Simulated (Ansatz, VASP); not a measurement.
## Na in VASP and in Ansatz

INCAR

```
SYSTEM = Na
PREC = Accurate ; ENCUT = 520
EDIFF = 1E-6 ; ISMEAR = 0
SIGMA = 0.15 ; LREAL = .FALSE.
LASPH = .TRUE. ; NELM = 60
ALGO = Fast ; ISIF = 2
LWAVE = .FALSE. ; LCHARG = .FALSE.
GGA = CA ; NBANDS = 14
```

File KPOINTS:

```
regular mesh
0
G
  12 12 10
  0 0 0
```

Contents of POSCAR:

```
Na
1.0
    0.0000000000     -3.6205084948      0.0000000000
   -3.6205084948      0.0000000000      0.0000000000
    0.0000000000      0.0000000000     -5.0841636952
Na
2
Direct
    0.5000000000      0.6091835582      0.5597935114
    0.0000000000     -0.1091835582     -0.0597935114
```

Input for Ansatz:

```yaml
crystal:
  lattice:
    - [0.0, -3.6205084948, 0.0]
    - [-3.6205084948, 0.0, 0.0]
    - [0.0, 0.0, -5.0841636952]
  atoms:
    - { symbol: Na, position: [0.5, 0.6091835582, 0.5597935114] }
    - { symbol: Na, position: [0.0, -0.1091835582, -0.0597935114] }
basis:
  ecutwfc: 520.0
kpoints:
  mp_grid: { grid: [12, 12, 10] }
hamiltonian:
  xc: lda
  pseudopotentials: { kind: paw }
scf:
  occupations: { method: gaussian, width: 0.15 }
output:
  forces: true
  stress: true
  eigenvalues: true
  write_density: true
  write_potential: true
  elf: true
  volumetric_format: npy
```

Change from the starting cell: mode 4 frozen in at -0.395 Å and mode 6 at -0.304 Å (largest displacements).

Alike in both runs: task single point; functional LDA; k mesh 12 × 12 × 10; occupations gaussian, width 0.15 eV; no spin polarisation.

|  | VASP | Ansatz |
| --- | --- | --- |
| version | VASP 6.6.1 | Ansatz 0.2.0 |
| potentials or method | VASP PAW LDA potentials, release 64 (Na_pv), cutoff 520 eV | scalar-relativistic, plane waves, PAW |
| valence electrons in the cell | 14 | 18 |

```csv
,VASP,Ansatz,Ansatz less VASP
gap on the k mesh at the Fermi level (eV),none,none,-
pressure (GPa),1.3,1.3,-0.02
"traceless stress, the component that is largest in VASP (GPa)",-1.38,-1.37,+0.004
rms of the force components (eV/Å),0.477,0.475,-0.0020
```

LDA's correlation is that of Perdew and Zunger in VASP and of Perdew and Wang (1992) in Ansatz. Atom by atom the forces differ by 0.002 eV/Å (rms over components). A gap of «none» marks a metal or a gap that the smearing closes. VASP's potentials hold 14 valence electrons a cell and Ansatz's 18, so a difference there can come from the potentials and not from the codes.
